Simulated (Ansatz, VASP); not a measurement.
TaBeBi3 in VASP and in Ansatz

```
CELL_PARAMETERS angstrom
5.03227 0.00000 0.00000
0.00000 5.03227 0.00000
0.00000 0.00000 5.03227
ATOMIC_POSITIONS crystal
Ta 0.00000 0.00000 0.00000
Be 0.50000 0.50000 0.50000
Bi 0.00000 0.50000 0.50000
Bi 0.50000 0.00000 0.50000
Bi 0.50000 0.50000 0.00000
```

Alike in both runs: functional PBE; k mesh 4 × 4 × 4; occupations gaussian, width 0.1 eV; no spin polarisation.

Ansatz relaxed the structure, and its values are those at the end. VASP's run is a single point on that final structure, the one shown.

|  | VASP | Ansatz |
| --- | --- | --- |
| version | VASP 6.6.1 | Ansatz 0.2.0 |
| potentials or method | VASP PAW PBE potentials, release 64 (Ta_pv, Be, Bi_d), cutoff 520 eV | scalar-relativistic, plane waves, PAW |
| valence electrons in the cell | 58 | 60 |

```csv
,VASP,Ansatz,Ansatz less VASP
gap on the k mesh at the Fermi level (eV),none,none,-
pressure (GPa),-0.4,-0.3,+0.06
```

A gap of «none» marks a metal or a gap that the smearing closes. With one functional, cell and mesh, what is left measures potentials, basis and numerics. VASP's potentials hold 58 valence electrons a cell and Ansatz's 60, so a difference there can come from the potentials and not from the codes.

Neither program's run includes spin-orbit coupling.
